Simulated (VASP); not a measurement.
# SrO (P6_3/mmc) in VASP: notebook

SrO is run at these levels: LDA; tasks: single point.

Everything below comes from runs of VASP 6.6.1. Logs are shortened: lines on timing, memory, paths and dates and some standing lists are left out, and cuts for length are marked.

## (1) The cell of the first run

It takes space group P6_3/mmc (No. 194, hexagonal). Conventional cell: a = 3.751 Å, b = 3.751 Å, c = 5.579 Å, α = 90.00°, β = 90.00°, γ = 120.00°. Sr (site symmetry -6m2) has 6 O at 2.58 Å within 3.4 Å. O (site symmetry -3m) has 6 Sr at 2.58 Å and 2 O at 2.79 Å within 3.4 Å.

## (2) Single point, LDA

INCAR reads:

```
PREC = Accurate ; ENCUT = 520
EDIFF = 1E-6 ; ISMEAR = 0
SIGMA = 0.05 ; LREAL = F
LASPH = T ; NELM = 80
ALGO = Normal ; ISIF = 2
LWAVE = F ; LCHARG = F
NBANDS = 24
```

KPOINTS reads:

```
regular mesh
0
Gamma
  9 9 4
```

POSCAR reads:

```
SrO
1.0
    3.7510896605      0.0000000000      0.0000000000
   -1.8755448302      3.2485389379      0.0000000000
    0.0000000000      0.0000000000      5.5788932591
Sr O
2 2
Direct
    0.3333333333      0.6666666667      0.2500000000
    0.6666666667      0.3333333333      0.7500000000
    0.0000000000      0.0000000000      0.0000000000
    0.0000000000      0.0000000000      0.5000000000
```

Potentials or basis: VASP PAW LDA potentials, release 64 (Sr_sv, O).

Started as:

```
$ cat potpaw_LDA.64/Sr_sv/POTCAR potpaw_LDA.64/O/POTCAR > POTCAR
$ mpirun -np 1 vasp_std > vasp.out
```

OUTCAR:

```text
PREC = Accurate
   ENCUT = 520
   EDIFF = 1E-6
   ISMEAR = 0
   LREAL = F
   LASPH = T
   NELM = 80
   ISIF = 2

 ion  position               nearest neighbor table
   1  0.333  0.667  0.250-   3 2.58   4 2.58   3 2.58   4 2.58   3 2.58   4 2.58   2 3.53   2 3.53
                             2 3.53   2 3.53   2 3.53   2 3.53
   2  0.667  0.333  0.750-   3 2.58   4 2.58   3 2.58   4 2.58   3 2.58   4 2.58   1 3.53   1 3.53
                             1 3.53   1 3.53   1 3.53   1 3.53
   3  0.000  0.000  0.000-   1 2.58   2 2.58   2 2.58   1 2.58   2 2.58   1 2.58
   4  0.000  0.000  0.500-   1 2.58   2 2.58   2 2.58   1 2.58   2 2.58   1 2.58

  LATTYP: Found a hexagonal cell.
 ALAT       =     3.7510896605
 C/A-ratio  =     1.4872727031

  Lattice vectors:

 A1 = (   3.7510896605,   0.0000000000,   0.0000000000)
 A2 = (  -1.8755448302,   3.2485389379,   0.0000000000)
 A3 = (   0.0000000000,   0.0000000000,   5.5788932591)

Analysis of symmetry for initial positions (statically):
=====================================================================
 Subroutine PRICEL returns:
 Original cell was already a primitive cell.

 Routine SETGRP: Setting up the symmetry group for a
 hexagonal supercell.

 Subroutine GETGRP returns: Found 24 space group operations
 (whereof 12 operations were pure point group operations)
 out of a pool of 24 trial point group operations.

The static configuration has the point symmetry D_3d.
 The point group associated with its full space group is D_6h.

Analysis of symmetry for dynamics (positions and initial velocities):
=====================================================================
 Subroutine PRICEL returns:
 Original cell was already a primitive cell.

 Routine SETGRP: Setting up the symmetry group for a
 hexagonal supercell.

 Subroutine GETGRP returns: Found 24 space group operations
 (whereof 12 operations were pure point group operations)
 out of a pool of 24 trial point group operations.

The dynamic configuration has the point symmetry D_3d.
 The point group associated with its full space group is D_6h.

 Subroutine INISYM returns: Found 24 space group operations
 (whereof 12 operations are pure point group operations),
 and found     1 'primitive' translations

----------------------------------------------------------------------------------------

                                     Primitive cell

  volume of cell :      67.9819

  direct lattice vectors                    reciprocal lattice vectors
     3.751089660  0.000000000  0.000000000     0.266589202  0.153915348  0.000000000
    -1.875544830  3.248538938  0.000000000     0.000000000  0.307830695  0.000000000
     0.000000000  0.000000000  5.578893259     0.000000000  0.000000000  0.179247022

  length of vectors
     3.751089660  3.751089661  5.578893259     0.307830695  0.307830695  0.179247022

  position of ions in fractional coordinates (direct lattice)
     0.333333333  0.666666667  0.250000000
     0.666666667  0.333333333  0.750000000
     0.000000000  0.000000000  0.000000000
     0.000000000  0.000000000  0.500000000

  ion indices of the primitive-cell ions
   primitive index   ion index
                 1           1
                 2           2
                 3           3
                 4           4

----------------------------------------------------------------------------------------

 KPOINTS: regular mesh

Automatic generation of k-mesh.
 Grid dimensions read from file:
 generate k-points for:    9    9    4

 Generating k-lattice:

  Cartesian coordinates                     Fractional coordinates (reciprocal lattice)
     0.029621022  0.017101705  0.000000000     0.111111111  0.000000000  0.000000000
     0.000000000  0.034203411  0.000000000     0.000000000  0.111111111  0.000000000
     0.000000000  0.000000000  0.044811755     0.000000000  0.000000000  0.250000000

  Length of vectors
     0.034203411  0.034203411  0.044811755

  Shift w.r.t. Gamma in fractional coordinates (k-lattice)
     0.000000000  0.000000000  0.000000000

 Subroutine IBZKPT returns following result:
 ===========================================

 Found     36 irreducible k-points:

 Following reciprocal coordinates:
            Coordinates               Weight
  0.000000  0.000000  0.000000      1.000000
  0.111111 -0.000000  0.000000      6.000000
  0.222222  0.000000  0.000000      6.000000
  0.333333  0.000000  0.000000      6.000000
  0.444444  0.000000  0.000000      6.000000
  0.111111  0.111111  0.000000      6.000000
[... 16 lines left out ...]
  0.333333  0.222222  0.250000     24.000000
  0.333333  0.333333  0.250000      4.000000
 [... further k-points ...]
   k-points           NKPTS =     36   k-points in BZ     NKDIM =     36   number of bands    NBANDS=     24
   number of dos      NEDOS =    301   number of ions     NIONS =      4
   total plane-waves  NPLWV =  32928
   dimension x,y,z NGX =    28 NGY =   28 NGZ =   42
   dimension x,y,z NGXF=    56 NGYF=   56 NGZF=   84
   ions per type =               2   2
   NGX,Y,Z   is equivalent  to a cutoff of  12.41, 12.41, 12.52 a.u.
   NGXF,Y,Z  is equivalent  to a cutoff of  24.82, 24.82, 25.03 a.u.
 SYSTEM =  unknown system
   PREC   = accura    normal or accurate (medium, high low for compatibility)
   ISTART =      0    job   : 0-new  1-cont  2-samecut
   ICHARG =      2    charge: 1-file 2-atom 10-const
   ISPIN  =      1    spin polarized calculation?
   LNONCOLLINEAR =      F non collinear calculations
   LSORBIT =      F    spin-orbit coupling
   LASPH  =      T    aspherical Exc in radial PAW
   ENCUT  =  520.0 eV  38.22 Ry    6.18 a.u.   6.97  6.97 10.37*2*pi/ulx,y,z
   NELM   =     80;   NELMIN=  2; NELMDL= -5     # of ELM steps
   EDIFF  = 0.1E-05   stopping-criterion for ELM
   LREAL  =      F    real-space projection
   EDIFFG = 0.1E-04   stopping-criterion for IOM
   NSW    =      0    number of steps for IOM
   IBRION =     -1    ionic relax: 0-MD 1-quasi-New 2-CG
   NFREE  =      0    steps in history (QN), initial steepest desc. (CG)
   ISIF   =      2    stress and relaxation
   ISYM   =      2    0-nonsym 1-usesym 2-fastsym
   POTIM  = 0.5000    time-step for ionic-motion
   TEBEG  =    0.0;   TEEND  =   0.0 temperature during run
   PSTRESS=    0.0 pullay stress
   NELECT =      32.0000    total number of electrons
   NUPDOWN=      -1.0000    fix difference up-down
   EMIN   =  10.00;   EMAX   =-10.00  energy-range for DOS
   EFERMI =   0.00;   METHOD = LEGACY
   ISMEAR =     0;   SIGMA  =   0.05  broadening in eV -4-tet -1-fermi 0-gaus
   EFERMI_NEDOS =   21; number of points for ismear=-14 and -15
   IALGO  =     38    algorithm
   IMIX   =      4    mixing-type and parameters
     AMIX     =   0.40;   BMIX     =  1.00
     AMIX_MAG =   1.60;   BMIX_MAG =  1.00
  volume/ion in A,a.u.               =      17.00       114.69
  Fermi-wavevector in a.u.,A,eV,Ry     =   1.273484  2.406537 22.065419  1.621763
  Thomas-Fermi vector in A             =   2.406305
   LORBIT       =      0    0 simple, 1 ext, 2 COOP (PROOUT), +10 PAW based schemes
   GGA     = CA    functional components
   LHFCALC =     F    Hartree Fock is set to
   AEXX    =    0.0000 exact exchange contribution
   IVDW    =     0    specifies the selected vdW correction
   LEPSILON=     F    determine dielectric tensor
   LRPA    =     F    only Hartree local field effects (RPA)
 non-spin polarized calculation
 Gauss-broadening in eV      SIGMA  =   0.05
  energy-cutoff  :      520.00
  volume of cell :       67.98
 maximum number of plane-waves:      1846
 NGX is ok and might be reduce to    28
   NGX = 13   NGY = 13   NGZ = 21

 number of electron      31.9999998 magnetization

 Free energy of the ion-electron system (eV)
  ---------------------------------------------------
  ext. energy  EPLUGINS =         0.00000000
  ---------------------------------------------------
  free energy    TOTEN  =       -25.80519068 eV

  energy without entropy =      -25.80519068  energy(sigma->0) =      -25.80519068

 E-fermi :   3.0962     XC(G=0): -10.5084

 val. band max:        2.8090928654   @ k =   0.0000   0.0000   0.0000
 cond. band min:       4.4296341064   @ k =   0.0000   0.0000   0.0000
 fundamental gap:      1.6205412410
 Fermi energy:         3.0962050796

 k-point     1 :       0.0000    0.0000    0.0000
  band No.  band energies     occupation
      1     -30.8014      2.00000
      2     -30.6090      2.00000
      3     -14.8217      2.00000
      4     -13.2596      2.00000
      5     -12.6890      2.00000
      6     -12.6890      2.00000
[... 16 lines left out ...]
     23       8.3891      0.00000
     24      10.7235      0.00000

 k-point     2 :       0.1111   -0.0000    0.0000
  band No.  band energies     occupation
      1     -30.7884      2.00000
      2     -30.6066      2.00000
      3     -14.7325      2.00000
      4     -13.6336      2.00000
      5     -12.7547      2.00000
      6     -12.7325      2.00000
[... 16 lines left out ...]
     23       8.9203      0.00000
     24      10.4746      0.00000

 k-point     3 :       0.2222    0.0000    0.0000
  band No.  band energies     occupation
      1     -30.7537      2.00000
      2     -30.6021      2.00000
      3     -14.4730      2.00000
      4     -14.1735      2.00000
      5     -12.8985      2.00000
      6     -12.8232      2.00000
[... 16 lines left out ...]
     23       9.7864      0.00000
     24      10.0989      0.00000

 k-point     4 :       0.3333    0.0000    0.0000
  band No.  band energies     occupation
      1     -30.7095      2.00000
      2     -30.6013      2.00000
      3     -14.6018      2.00000
      4     -14.0691      2.00000
      5     -13.0529      2.00000
      6     -12.9116      2.00000
[... 16 lines left out ...]
     23      10.1280      0.00000
     24      10.2704      0.00000

 k-point     5 :       0.4444    0.0000    0.0000
  band No.  band energies     occupation
      1     -30.6738      2.00000
      2     -30.6075      2.00000
      3     -14.8350      2.00000
      4     -13.5768      2.00000
      5     -13.1495      2.00000
      6     -13.0457      2.00000
[... 16 lines left out ...]
     23      10.9396      0.00000
     24      11.2072      0.00000

 k-point     6 :       0.1111    0.1111    0.0000
  band No.  band energies     occupation
      1     -30.7645      2.00000
      2     -30.6032      2.00000
      3     -14.5581      2.00000
      4     -14.0315      2.00000
      5     -12.9102      2.00000
      6     -12.7243      2.00000
[... 16 lines left out ...]
     23       9.8473      0.00000
     24       9.9217      0.00000
[... 379 lines left out ...]
 k-point    21 :       0.4444    0.1111    0.2500
  band No.  band energies     occupation
      1     -30.6548      2.00000
      2     -30.6184      2.00000
      3     -14.7662      2.00000
      4     -13.9094      2.00000
      5     -13.1853      2.00000
      6     -12.8632      2.00000
[... 16 lines left out ...]
     23      10.9433      0.00000
     24      11.5934      0.00000

 k-point    22 :       0.2222    0.2222    0.2500
  band No.  band energies     occupation
      1     -30.6752      2.00000
      2     -30.6158      2.00000
      3     -14.6284      2.00000
      4     -14.0493      2.00000
      5     -13.0340      2.00000
      6     -12.9272      2.00000
[... 16 lines left out ...]
     23      11.0287      0.00000
     24      11.2238      0.00000

 k-point    23 :       0.3333    0.2222    0.2500
  band No.  band energies     occupation
      1     -30.6487      2.00000
      2     -30.6194      2.00000
      3     -14.7426      2.00000
      4     -13.8177      2.00000
      5     -13.2523      2.00000
      6     -13.0661      2.00000
[... 16 lines left out ...]
     23      11.4063      0.00000
     24      11.5640      0.00000

 k-point    24 :       0.3333    0.3333    0.2500
  band No.  band energies     occupation
      1     -30.6301      2.00000
      2     -30.6301      2.00000
      3     -14.7598      2.00000
      4     -13.6276      2.00000
      5     -13.3208      2.00000
      6     -13.3208      2.00000
[... 16 lines left out ...]
     23      11.6967      0.00000
     24      11.8136      0.00000

 [... further k-points ...]

------------------------ aborting loop because EDIFF is reached ----------------------------------------

  FORCE on cell =-STRESS in cart. coord.  units (eV):
  Direction    XX          YY          ZZ          XY          YZ          ZX
  --------------------------------------------------------------------------------------
  -------------------------------------------------------------------------------------
  Total       -5.4248335     -5.4248335      5.8434536     -0.0000000      0.0000000      0.0000000
  in kB     -127.8507923   -127.8507923    137.7166999     -0.0000000      0.0000000      0.0000000
  external PRESSURE =     -39.3282949 kB  Pullay stress =       0.0000000 kB

 VOLUME and BASIS-vectors are now :
 -----------------------------------------------------------------------------
  energy-cutoff  :      520.00
  volume of cell :       67.98
      direct lattice vectors                 reciprocal lattice vectors
     3.751089660  0.000000000  0.000000000     0.266589202  0.153915348  0.000000000
    -1.875544830  3.248538938  0.000000000     0.000000000  0.307830695  0.000000000
     0.000000000  0.000000000  5.578893259     0.000000000  0.000000000  0.179247022

 POSITION                                       TOTAL-FORCE (eV/Angst)
 -----------------------------------------------------------------------------------
     -0.00000      2.16569      1.39472        -0.000000      0.000000      0.000000
      1.87554      1.08285      4.18417         0.000000     -0.000000      0.000000
      0.00000      0.00000      0.00000         0.000000      0.000000      0.000000
      0.00000      0.00000      2.78945        -0.000000      0.000000      0.000000
 -----------------------------------------------------------------------------------
    total drift:                               -0.000000      0.000000     -0.000000

  FREE ENERGIE OF THE ION-ELECTRON SYSTEM (eV)
  ---------------------------------------------------
  free  energy   TOTEN  =       -25.8051906844 eV

  energy  without entropy=      -25.8051906844  energy(sigma->0) =      -25.80519068
```

Wall time 88 s (1 thread of AMD EPYC, shared host); peak memory 0.15 GiB.

What came out:

```
Free energy            : -25.8052 eV
Pressure               : -3.9 GPa
Band gap on the k mesh : 1.62 eV, direct
```

Levels at points of the mesh, in eV from the valence-band top:
| k point | band 14 | band 15 | band 16 | band 17 | band 18 | band 19 |
| --- | --- | --- | --- | --- | --- | --- |
| (0.00, 0.00, 0.00) | -1.77 | -1.77 | 0.00 | 1.62 | 3.71 | 5.18 |
| (0.00, 0.00, 0.50) | -2.10 | -2.10 | -2.10 | 3.75 | 3.75 | 5.19 |

 A k mesh can miss the band edges.

[end of part 1 of 2]
